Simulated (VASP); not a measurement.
# Hf3Be in VASP: further runs

Runs on Hf3Be. Level: PBE. Tasks: single point.

Program: VASP 6.6.1. These are calculated values, not measurements. Logs are shortened: lines on timing, memory, paths and dates and some standing lists are left out, and cuts for length are marked.

### Step 1. The cell of the first run

The typed cell holds 4 atoms: a = 5.263 Å, b = 5.263 Å, c = 5.263 Å, α = 133.16°, β = 133.16°, γ = 68.40°.

### Step 2. Single point, PBE

The input, INCAR:

```
  PREC = Accurate
  ENCUT = 520
  EDIFF = 1E-6
  ISMEAR = 0
  SIGMA = 0.1
  LREAL = F
  LASPH = T
  NELM = 80
  ALGO = Fast
  ISIF = 2
  LWAVE = F
  LCHARG = T
  GGA = PE
  LELF = T
  LVHAR = T
  NBANDS = 24
```

The input, KPOINTS:

```
Automatic mesh
0
Gamma
  5 5 7
```

The input, POSCAR:

```
Hf3Be
1.0
   -2.0920000000      2.0920000000      4.3530460000
    2.0920000000     -2.0920000000      4.3530460000
    2.0920000000      2.0920000000     -4.3530460000
Hf Be
3 1
Direct
    0.4907120000      0.4988100000     -0.0066420000
    0.2588150000      0.7514500000      0.5169170000
    0.7550330000      0.2549710000      0.4987760000
    0.0042110000     -0.0085460000     -0.0048460000
```

Potentials or basis: VASP PAW PBE potentials, release 64 (Hf_pv, Be).

Started as:

```console
> cat potpaw_PBE.64/Hf_pv/POTCAR potpaw_PBE.64/Be/POTCAR > POTCAR
> mpirun -np 1 vasp_std > vasp.out
```

OUTCAR:

```text
PREC = Accurate
   ENCUT = 520
   EDIFF = 1E-6
   ISMEAR = 0
   LREAL = F
   LASPH = T
   NELM = 80
   ISIF = 2
   GGA = PE

 ion  position               nearest neighbor table
   1  0.491  0.499  0.993-   4 2.90   3 2.95   4 2.95   2 2.95   4 2.96   3 2.99   2 3.02   4 3.02
                             2 3.04   3 3.06   2 3.07   3 3.07
   2  0.259  0.751  0.517-   3 2.91   3 2.94   1 2.95   4 2.96   3 2.98   3 3.01   1 3.02   4 3.02
                             4 3.04   1 3.04   4 3.07   1 3.07
   3  0.755  0.255  0.499-   2 2.91   2 2.94   1 2.95   4 2.96   2 2.98   1 2.99   4 3.01   2 3.01
                             4 3.04   1 3.06   4 3.07   1 3.07
   4  0.004  0.991  0.995-   1 2.90   1 2.95   2 2.96   3 2.96   1 2.96   3 3.01   2 3.02   1 3.02
                             2 3.04   3 3.04   2 3.07   3 3.07

  LATTYP: Found a body centered tetragonal cell.
 ALAT       =     4.1840000000
 C/A-ratio  =     2.0808059273

  Lattice vectors:

 A1 = (  -2.0920000000,   2.0920000000,   4.3530460000)
 A2 = (   2.0920000000,  -2.0920000000,   4.3530460000)
 A3 = (   2.0920000000,   2.0920000000,  -4.3530460000)

Analysis of symmetry for initial positions (statically):
=====================================================================
 Subroutine PRICEL returns:
 Original cell was already a primitive cell.

 Routine SETGRP: Setting up the symmetry group for a
 body centered tetragonal supercell.

 Subroutine GETGRP returns: Found  1 space group operations
 (whereof  1 operations were pure point group operations)
 out of a pool of 16 trial point group operations.

The static configuration has the point symmetry C_1 .

Analysis of symmetry for dynamics (positions and initial velocities):
=====================================================================
 Subroutine PRICEL returns:
 Original cell was already a primitive cell.

 Routine SETGRP: Setting up the symmetry group for a
 body centered tetragonal supercell.

 Subroutine GETGRP returns: Found  1 space group operations
 (whereof  1 operations were pure point group operations)
 out of a pool of 16 trial point group operations.

The dynamic configuration has the point symmetry C_1 .

 Subroutine INISYM returns: Found  1 space group operations
 (whereof  1 operations are pure point group operations),
 and found     1 'primitive' translations

----------------------------------------------------------------------------------------

                                     Primitive cell

  volume of cell :      76.2038

  direct lattice vectors                    reciprocal lattice vectors
    -2.092000000  2.092000000  4.353046000     0.000000000  0.239005736  0.114862099
     2.092000000 -2.092000000  4.353046000     0.239005736  0.000000000  0.114862099
     2.092000000  2.092000000 -4.353046000     0.239005736  0.239005736  0.000000000

  length of vectors
     5.263263007  5.263263007  5.263263007     0.265173610  0.265173610  0.338005154

  position of ions in fractional coordinates (direct lattice)
     0.490712000  0.498810000  0.993358000
     0.258815000  0.751450000  0.516917000
     0.755033000  0.254971000  0.498776000
     0.004211000  0.991454000  0.995154000

  ion indices of the primitive-cell ions
   primitive index   ion index
                 1           1
                 2           2
                 3           3
                 4           4

----------------------------------------------------------------------------------------

 KPOINTS: Automatic mesh

Automatic generation of k-mesh.
 Grid dimensions read from file:
 generate k-points for:    5    5    7

 Generating k-lattice:

  Cartesian coordinates                     Fractional coordinates (reciprocal lattice)
     0.000000000  0.047801147  0.022972420     0.200000000  0.000000000 -0.000000000
     0.047801147  0.000000000  0.022972420     0.000000000  0.200000000 -0.000000000
     0.034143677  0.034143677  0.000000000     0.000000000  0.000000000  0.142857143

  Length of vectors
     0.053034722  0.053034722  0.048286451

  Shift w.r.t. Gamma in fractional coordinates (k-lattice)
     0.000000000  0.000000000  0.000000000

 -----------------------------------------------------------------------------
|                                                                             |
|           W    W    AA    RRRRR   N    N  II  N    N   GGGG   !!!           |
|           W    W   A  A   R    R  NN   N  II  NN   N  G    G  !!!           |
|           W    W  A    A  R    R  N N  N  II  N N  N  G       !!!           |
|           W WW W  AAAAAA  RRRRR   N  N N  II  N  N N  G  GGG   !            |
|           WW  WW  A    A  R   R   N   NN  II  N   NN  G    G                |
|           W    W  A    A  R    R  N    N  II  N    N   GGGG   !!!           |
|                                                                             |
|     Your reciprocal lattice and k-lattice belong to different lattice       |
|     classes:                                                                |
|                                                                             |
|        The reciprocal lattice is body-centered tetragonal,                  |
|        whereas your k-lattice is base-centered monoclinic.                  |
|                                                                             |
|     Results are often still useful ...                                      |
|                                                                             |
 -----------------------------------------------------------------------------

 WARNING: IBZKPT: internal override: KBLOWUP is changed to .FALSE.
      ... skipping the blow-up phase ...

 Subroutine IBZKPT returns following result:
 ===========================================

 Found     88 irreducible k-points:

 Following reciprocal coordinates:
            Coordinates               Weight
  0.000000  0.000000  0.000000      1.000000
  0.200000  0.000000  0.000000      2.000000
  0.400000  0.000000  0.000000      2.000000
  0.000000  0.200000  0.000000      2.000000
  0.200000  0.200000  0.000000      2.000000
  0.400000  0.200000  0.000000      2.000000
[... 16 lines left out ...]
 -0.200000  0.200000  0.142857      2.000000
  0.000000  0.400000  0.142857      2.000000
 [... further k-points ...]
   k-points           NKPTS =     88   k-points in BZ     NKDIM =     88   number of bands    NBANDS=     24
   number of dos      NEDOS =    301   number of ions     NIONS =      4
   total plane-waves  NPLWV =  64000
   dimension x,y,z NGX =    40 NGY =   40 NGZ =   40
   dimension x,y,z NGXF=    80 NGYF=   80 NGZF=   80
   ions per type =               3   1
   NGX,Y,Z   is equivalent  to a cutoff of  12.63, 12.63, 12.63 a.u.
   NGXF,Y,Z  is equivalent  to a cutoff of  25.27, 25.27, 25.27 a.u.
 SYSTEM =  unknown system
   PREC   = accura    normal or accurate (medium, high low for compatibility)
   ISTART =      0    job   : 0-new  1-cont  2-samecut
   ICHARG =      2    charge: 1-file 2-atom 10-const
   ISPIN  =      1    spin polarized calculation?
   LNONCOLLINEAR =      F non collinear calculations
   LSORBIT =      F    spin-orbit coupling
   LASPH  =      T    aspherical Exc in radial PAW
   ENCUT  =  520.0 eV  38.22 Ry    6.18 a.u.   9.79  9.79  9.79*2*pi/ulx,y,z
   NELM   =     80;   NELMIN=  2; NELMDL= -5     # of ELM steps
   EDIFF  = 0.1E-05   stopping-criterion for ELM
   LREAL  =      F    real-space projection
   EDIFFG = 0.1E-04   stopping-criterion for IOM
   NSW    =      0    number of steps for IOM
   IBRION =     -1    ionic relax: 0-MD 1-quasi-New 2-CG
   NFREE  =      0    steps in history (QN), initial steepest desc. (CG)
   ISIF   =      2    stress and relaxation
   ISYM   =      2    0-nonsym 1-usesym 2-fastsym
   POTIM  = 0.5000    time-step for ionic-motion
   TEBEG  =    0.0;   TEEND  =   0.0 temperature during run
   PSTRESS=    0.0 pullay stress
   NELECT =      32.0000    total number of electrons
   NUPDOWN=      -1.0000    fix difference up-down
   EMIN   =  10.00;   EMAX   =-10.00  energy-range for DOS
   EFERMI =   0.00;   METHOD = LEGACY
   ISMEAR =     0;   SIGMA  =   0.10  broadening in eV -4-tet -1-fermi 0-gaus
   EFERMI_NEDOS =   21; number of points for ismear=-14 and -15
   IALGO  =     68    algorithm
   IMIX   =      4    mixing-type and parameters
     AMIX     =   0.40;   BMIX     =  1.00
     AMIX_MAG =   1.60;   BMIX_MAG =  1.00
  volume/ion in A,a.u.               =      19.05       128.56
  Fermi-wavevector in a.u.,A,eV,Ry     =   1.225931  2.316673 20.448282  1.502906
  Thomas-Fermi vector in A             =   2.360950
   LORBIT       =      0    0 simple, 1 ext, 2 COOP (PROOUT), +10 PAW based schemes
   GGA     = PE    functional components
   LHFCALC =     F    Hartree Fock is set to
   AEXX    =    0.0000 exact exchange contribution
   IVDW    =     0    specifies the selected vdW correction
   LEPSILON=     F    determine dielectric tensor
   LRPA    =     F    only Hartree local field effects (RPA)
 non-spin polarized calculation
 RMM-DIIS sequential band-by-band and
 Gauss-broadening in eV      SIGMA  =   0.10
  energy-cutoff  :      520.00
  volume of cell :       76.20
 maximum number of plane-waves:      2063
   NGX = 19   NGY = 19   NGZ = 19

 number of electron      32.0000001 magnetization

 Free energy of the ion-electron system (eV)
  ---------------------------------------------------
  ext. energy  EPLUGINS =         0.00000000
  ---------------------------------------------------
  free energy    TOTEN  =       -33.08772346 eV

  energy without entropy =      -33.07913856  energy(sigma->0) =      -33.08343101

 E-fermi :   4.6253     XC(G=0): -11.1279

 val. band max:        4.5893626904   @ k =   0.2000  -0.2000   0.1429
 cond. band min:       4.6255455411   @ k =   0.4000  -0.4000   0.1429
 fundamental gap:      0.0361828507
 Fermi energy:         4.6252671495

 k-point     1 :       0.0000    0.0000    0.0000
  band No.  band energies     occupation
      1     -26.0151      2.00000
      2     -25.8791      2.00000
      3     -25.8614      2.00000
      4     -25.6447      2.00000
      5     -25.5971      2.00000
      6     -25.4556      2.00000
[... 16 lines left out ...]
     23       9.2456      0.00000
     24       9.3509      0.00000

 k-point     2 :       0.2000    0.0000    0.0000
  band No.  band energies     occupation
      1     -26.0135      2.00000
      2     -25.8380      2.00000
      3     -25.8166      2.00000
      4     -25.6625      2.00000
      5     -25.5914      2.00000
      6     -25.3826      2.00000
[... 16 lines left out ...]
     23       8.9489      0.00000
     24       9.4849      0.00000

 k-point     3 :       0.4000    0.0000    0.0000
  band No.  band energies     occupation
      1     -25.9626      2.00000
      2     -25.8187      2.00000
      3     -25.7217      2.00000
      4     -25.5882      2.00000
      5     -25.5568      2.00000
      6     -25.5016      2.00000
[... 16 lines left out ...]
     23       8.2686      0.00000
     24       8.3996      0.00000

 k-point     4 :       0.0000    0.2000    0.0000
  band No.  band energies     occupation
      1     -25.9914      2.00000
      2     -25.8432      2.00000
      3     -25.8169      2.00000
      4     -25.6569      2.00000
      5     -25.6096      2.00000
      6     -25.3949      2.00000
[... 16 lines left out ...]
     23       8.7498      0.00000
     24       9.5467      0.00000

 k-point     5 :       0.2000    0.2000    0.0000
  band No.  band energies     occupation
      1     -26.0191      2.00000
      2     -25.8886      2.00000
      3     -25.7818      2.00000
      4     -25.5977      2.00000
      5     -25.5157      2.00000
      6     -25.4419      2.00000
[... 451 lines left out ...]
 k-point    22 :      -0.4000    0.2000    0.1429
  band No.  band energies     occupation
      1     -26.1036      2.00000
      2     -25.8526      2.00000
      3     -25.7936      2.00000
      4     -25.6707      2.00000
      5     -25.5279      2.00000
      6     -25.3744      2.00000
[... 16 lines left out ...]
     23       8.7250      0.00000
     24       8.8795      0.00000

 k-point    23 :      -0.2000    0.2000    0.1429
  band No.  band energies     occupation
      1     -25.9794      2.00000
      2     -25.7709      2.00000
      3     -25.7362      2.00000
      4     -25.6813      2.00000
      5     -25.6272      2.00000
      6     -25.3953      2.00000
[... 16 lines left out ...]
     23       8.1478      0.00000
     24       9.0625      0.00000

 k-point    24 :       0.0000    0.4000    0.1429
  band No.  band energies     occupation
      1     -25.9481      2.00000
      2     -25.8732      2.00000
      3     -25.7838      2.00000
      4     -25.6389      2.00000
      5     -25.5102      2.00000
      6     -25.4149      2.00000
[... 16 lines left out ...]
     23       8.2447      0.00000
     24       8.9119      0.00000

 [... further k-points ...]
[... 5 lines left out ...]
  --------------------------------------------------------------------------------------
  -------------------------------------------------------------------------------------
  Total       -0.6962257      0.2767554      0.2034182      0.0828723     -0.1701487      0.0897876
  in kB      -14.6380771      5.8187547      4.2768466      1.7423814     -3.5773602      1.8877744
  external PRESSURE =      -1.5141586 kB  Pullay stress =       0.0000000 kB

 VOLUME and BASIS-vectors are now :
 -----------------------------------------------------------------------------
  energy-cutoff  :      520.00
  volume of cell :       76.20
      direct lattice vectors                 reciprocal lattice vectors
    -2.092000000  2.092000000  4.353046000     0.000000000  0.239005736  0.114862099
     2.092000000 -2.092000000  4.353046000     0.239005736  0.000000000  0.114862099
     2.092000000  2.092000000 -4.353046000     0.239005736  0.239005736  0.000000000

 POSITION                                       TOTAL-FORCE (eV/Angst)
 -----------------------------------------------------------------------------------
      2.09505      2.06116     -0.01670        -0.010934      0.457287      0.242098
      2.11198      0.05080      2.14757        -0.255592     -0.731837      0.084330
     -0.00269      2.08957      2.22540         0.127294      0.327309     -0.293480
      4.14717      0.01655      0.00222         0.139232     -0.052758     -0.032948
 -----------------------------------------------------------------------------------
    total drift:                                0.000038      0.000041     -0.000036

  FREE ENERGIE OF THE ION-ELECTRON SYSTEM (eV)
  ---------------------------------------------------
  free  energy   TOTEN  =       -33.0877234576 eV

  energy  without entropy=      -33.0791385611  energy(sigma->0) =      -33.08343101
```

Run time: 1.7 min. Hardware: 1 thread of Intel Xeon 6975P-C (Granite Rapids), shared host; peak memory 0.32 GiB.

What came out:

```yaml
Free_energy: -33.0877 eV
Pressure: -0.2 GPa
Largest_force: 0.780 eV/Å
Band_gap_on_the_k_mesh: zero (band 16 reaches 4.78 eV, above the bottom of band 17 at 4.49 eV)
```

Forces on the atoms (eV/Å):
```
Hf  -0.011  0.457  0.242
Hf  -0.256 -0.732  0.084
Hf   0.127  0.327 -0.293
Be   0.139 -0.053 -0.033
```

Stress tensor (GPa, compression positive):
```
-1.46  0.17  0.19
 0.17  0.58 -0.36
 0.19 -0.36  0.43
```

Caveat: spin-orbit coupling is left out, which moves the levels of the heavy elements.

### Step 3. Single point, PBE

The input, INCAR:

```
SYSTEM = Hf3Be
  PREC = Accurate
  ENCUT = 520
  EDIFF = 1E-7
  ISMEAR = 0
  SIGMA = 0.1
  LREAL = .False.
  LASPH = .True.
  NELM = 60
  ALGO = Fast
  ISIF = 2
  LWAVE = .False.
  LCHARG = .False.
  GGA = PE
  NBANDS = 24
```

The input, KPOINTS:

```
Automatic mesh
0
Gamma
  5 5 7
  0 0 0
```

POSCAR is that of step 2.

Potentials or basis: VASP PAW PBE potentials, release 64 (Hf_pv, Be).

Started as:

```console
> cat potpaw_PBE.64/Hf_pv/POTCAR potpaw_PBE.64/Be/POTCAR > POTCAR
> mpirun -np 1 vasp_std > vasp.out
```

It took 1.9 min on 1 thread of Intel Xeon 6975P-C (Granite Rapids), shared host; peak memory 0.32 GiB.

It converged, with:

* Free energy: -33.0877 eV
* Pressure: -0.1 GPa
* Largest force: 0.780 eV/Å
* Band gap on the k mesh: zero (band 16 reaches 4.78 eV, above the bottom of band 17 at 4.49 eV)

Forces in eV/Å, atoms in the order of the input:
```
Hf  -0.011  0.457  0.242
Hf  -0.256 -0.732  0.084
Hf   0.127  0.327 -0.293
Be   0.139 -0.053 -0.033
```

Stress tensor (GPa, compression positive):
```
-1.46  0.17  0.19
 0.17  0.59 -0.36
 0.19 -0.36  0.43
```

Levels at points of the mesh, in eV from the Fermi level:
```
           k point  band 13  band 14  band 15  band 16  band 17  band 18  band 19  band 20
(0.00, 0.00, 0.00)    -1.42    -1.03    -0.98     0.09     0.71     0.79     1.57     3.00
```

Caveat: spin-orbit coupling is left out, which moves the levels of the heavy elements.

### Step 4. Single point, PBE

The input, INCAR:

```
PREC = Accurate
ENCUT = 520
EDIFF = 1E-7
ISMEAR = -1
SIGMA = 0.1
LREAL = F
LASPH = T
NELM = 60
ALGO = Normal
ISIF = 2
LWAVE = F
LCHARG = F
GGA = PE
NBANDS = 24
```

The input, KPOINTS:

```
regular mesh
0
Gamma
  8 8 8
```

The input, POSCAR:

```
Hf3Be
1.0
   -2.0920000000      2.0920000000      4.3530460000
    2.0920000000     -2.0920000000      4.3530460000
    2.0920000000      2.0920000000     -4.3530460000
Hf Be
3 1
Direct
    0.5000000000      0.5000000000      0.0000000000
    0.2500000000      0.7500000000      0.5000000000
    0.7500000000      0.2500000000      0.5000000000
    0.0000000000      0.0000000000      0.0000000000
```

Started as:

```console
> cat potpaw_PBE.64/Hf_pv/POTCAR potpaw_PBE.64/Be/POTCAR > POTCAR
> mpirun -np 1 vasp_std > vasp.out
```

It took 73 s on 1 thread of Intel Xeon 6975P-C (Granite Rapids), shared host; peak memory 0.28 GiB.

The run converged. Its results:

* Free energy: -33.1573 eV
* Pressure: -0.2 GPa
* Band gap on the k mesh: zero (band 16 reaches 4.82 eV, above the bottom of band 17 at 4.49 eV)

Stress tensor (GPa, compression positive):
```
-0.48  0.00  0.00
 0.00 -0.48  0.00
 0.00  0.00  0.41
```

Levels at points of the mesh, in eV from the Fermi level:
| k point | band 14 | band 15 | band 16 | band 17 | band 18 | band 19 |
| --- | --- | --- | --- | --- | --- | --- |
| (0.00, 0.00, 0.00) | -0.99 | -0.99 | 0.08 | 0.76 | 0.76 | 1.60 |
| (0.50, 0.00, 0.00) | -1.27 | -0.67 | -0.33 | 1.12 | 1.18 | 1.22 |
| (0.50, 0.50, 0.00) | -1.28 | -0.35 | -0.18 | 0.65 | 0.91 | 1.37 |
| (0.50, 0.50, 0.50) | -1.38 | -1.38 | -0.94 | 1.24 | 1.48 | 1.48 |

Caveat: spin-orbit coupling is left out, which moves the levels of the heavy elements.
